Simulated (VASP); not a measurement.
# CoSi (P2_13) in VASP: notebook, part 2 of 2

VASP 6.6.1. Earlier steps stand in the parts before.

**4. Relaxation of cell and atoms, PBE**

This run uses another cell than the first one, of 10.87 Å³/atom.

The input, INCAR:

```
PREC = Accurate
ENCUT = 600
EDIFF = 1E-6
ISMEAR = 0
SIGMA = 0.05
LREAL = False
LASPH = True
NELM = 100
ALGO = Normal
ISIF = 3
LWAVE = False
LCHARG = False
GGA = PE
IBRION = 2
NSW = 50
EDIFFG = -0.01
```

The input, KPOINTS:

```
Automatic mesh
0
Gamma
  8 8 8
```

The input, POSCAR:

```
CoSi
1.0
    4.4307937177      0.0000000000      0.0000000000
    0.0000000000      4.4307937177      0.0000000000
    0.0000000000      0.0000000000      4.4307937177
Co Si
4 4
Direct
    0.1450289809      0.1450289809      0.1450289809
    0.3549710191      0.8549710191      0.6450289809
    0.6450289809      0.3549710191      0.8549710191
    0.8549710191      0.6450289809      0.3549710191
    0.8431659221      0.8431659221      0.8431659221
    0.6568340779      0.1568340779      0.3431659221
    0.3431659221      0.6568340779      0.1568340779
    0.1568340779      0.3431659221      0.6568340779
```

Potentials or basis: VASP PAW PBE potentials, release 64 (Co, Si).

The run is started by

```
$ cat potpaw_PBE.64/Co/POTCAR potpaw_PBE.64/Si/POTCAR > POTCAR
$ mpirun -np 1 vasp_std > vasp.out
```

OUTCAR:

```text
PREC = Accurate
   ENCUT = 600
   EDIFF = 1E-6
   ISMEAR = 0
   LREAL = False
   LASPH = True
   NELM = 100
   ISIF = 3
   GGA = PE
   IBRION = 2
   NSW = 50
   EDIFFG = -0.01

 ion  position               nearest neighbor table
   1  0.145  0.145  0.145-   5 2.32   6 2.34   7 2.34   8 2.34   7 2.43   8 2.43   6 2.43   3 2.72
                             4 2.72   2 2.72   2 2.72   4 2.72   3 2.72
   2  0.355  0.855  0.645-   6 2.32   5 2.34   7 2.34   8 2.34   7 2.43   8 2.43   5 2.43   1 2.72
                             1 2.72   3 2.72   3 2.72   4 2.72   4 2.72
   3  0.645  0.355  0.855-   7 2.32   6 2.34   5 2.34   8 2.34   8 2.43   6 2.43   5 2.43   1 2.72
                             4 2.72   2 2.72   2 2.72   4 2.72   1 2.72
   4  0.855  0.645  0.355-   8 2.32   6 2.34   7 2.34   5 2.34   6 2.43   5 2.43   7 2.43   1 2.72
                             3 2.72   2 2.72   1 2.72   2 2.72   3 2.72
   5  0.843  0.843  0.843-   1 2.32   2 2.34   3 2.34   4 2.34   3 2.43   4 2.43   2 2.43   6 2.74
                             7 2.74   8 2.74   6 2.74   8 2.74   7 2.74
[... 300 lines left out ...]

 val. band max:       12.1150817966   @ k =   0.5000   0.5000   0.3750
 cond. band min:      12.2537518692   @ k =   0.3750   0.3750   0.3750
 fundamental gap:      0.1386700726
 Fermi energy:        12.1154136995

 k-point     1 :       0.0000    0.0000    0.0000
  band No.  band energies     occupation
      1      -1.5581      2.00000
      2       3.9390      2.00000
      3       3.9390      2.00000
      4       3.9390      2.00000
      5       6.6396      2.00000
      6       6.6396      2.00000
[... 805 lines left out ...]
     30      14.1095      0.00000
     31      14.9623      0.00000

 [... further k-points ...]

------------------------ aborting loop because EDIFF is reached ----------------------------------------

  FORCE on cell =-STRESS in cart. coord.  units (eV):
  Direction    XX          YY          ZZ          XY          YZ          ZX
  --------------------------------------------------------------------------------------
  -------------------------------------------------------------------------------------
  Total        0.0288657      0.0288657      0.0288657      0.0000000      0.0000000      0.0000000
  in kB        0.5321211      0.5321211      0.5321211      0.0000000      0.0000000      0.0000000
  external PRESSURE =       0.5321211 kB  Pullay stress =       0.0000000 kB
[... 23 lines left out ...]
  FREE ENERGIE OF THE ION-ELECTRON SYSTEM (eV)
  ---------------------------------------------------
  free  energy   TOTEN  =       -54.7482212528 eV

  energy  without entropy=      -54.7460827479  energy(sigma->0) =      -54.74715200

 reached required accuracy - stopping structural energy minimisation
```

Wall time 7.7 min (1 thread of Intel Xeon 8259CL, shared host); peak memory 0.29 GiB.

What came out:

- Free energy: -54.7482 eV
- Relaxed volume: 10.86 Å³/atom
- Relaxed cell: a = 4.430 Å, b = 4.430 Å, c = 4.430 Å, α = 90.00°, β = 90.00°, γ = 90.00°
- Space group after relaxing (to 0.1 Å): P2_13 (No. 198)
- Energy gained by relaxing: 0.0 meV/atom
- Ionic steps: 3
- Pressure after relaxing: 0.1 GPa
- Largest force after relaxing: 0.003 eV/Å
- Band gap on the k mesh: zero (bands 26 and 27 overlap by 0.21 eV)

Forces on the atoms (eV/Å):
```
Co   0.002  0.002  0.002
Co  -0.002 -0.002  0.002
Co   0.002 -0.002 -0.002
Co  -0.002  0.002 -0.002
Si   0.002  0.002  0.002
Si  -0.002 -0.002  0.002
Si   0.002 -0.002 -0.002
Si  -0.002  0.002 -0.002
```

Final structure:
```
Co Si
1.0
     4.42956    0.00000    0.00000
     0.00000    4.42956    0.00000
     0.00000    0.00000    4.42956
Co Si
4 4
Direct
  0.14503 0.14503 0.14503
  0.35497 0.85497 0.64503
  0.64503 0.35497 0.85497
  0.85497 0.64503 0.35497
  0.84318 0.84318 0.84318
  0.65682 0.15682 0.34318
  0.34318 0.65682 0.15682
  0.15682 0.34318 0.65682
```

Levels at points of the mesh, in eV from the Fermi level:
| k point | band 22 | band 23 | band 24 | band 25 | band 26 | band 27 | band 28 | band 29 | band 30 | band 31 |
| --- | --- | --- | --- | --- | --- | --- | --- | --- | --- | --- |
| (0.00, 0.00, 0.00) | -0.90 | -0.77 | -0.77 | 0.00 | 0.00 | 0.00 | 2.50 | 2.50 | 2.50 | 2.92 |
| (0.50, 0.00, 0.00) | -1.03 | -0.64 | -0.64 | -0.48 | -0.48 | 1.01 | 1.01 | 1.49 | 1.49 | 4.29 |
| (0.50, 0.50, 0.00) | -1.48 | -0.99 | -0.99 | -0.03 | -0.03 | 0.59 | 0.59 | 2.01 | 2.01 | 2.52 |
| (0.50, 0.50, 0.50) | -1.21 | -1.21 | -1.21 | -0.22 | -0.22 | -0.22 | -0.22 | 5.42 | 5.42 | 5.42 |

Caveat: the run has no spin polarisation, though such a crystal can be magnetic.

**5. Summary**

```csv
task,cell,cutoff (eV),gap on the mesh (eV),pressure (GPa)
single point,"a = 4.460 Å, 8 atoms, atomic positions A",520,none,-4.2
single point,"a = 4.489 Å, 8 atoms, atomic positions B",520,none,-7.9
relaxation of cell and atoms,"relaxed from a = 4.431 Å, 8 atoms, atomic positions C",600,none,0.1
```

Alike in all rows: level PBE; potentials or basis VASP PAW PBE potentials, release 64 (Co, Si); no spin polarisation; k mesh 8 × 8 × 8; smearing gaussian 0.05 eV.

Caveats: the run has no spin polarisation, though such a crystal can be magnetic; the cell stands under tension (at least some runs).

Absolute energies hang on the potentials; compare differences alone.

The gap in the log of VASP goes by the Fermi energy; the results here count the filled bands.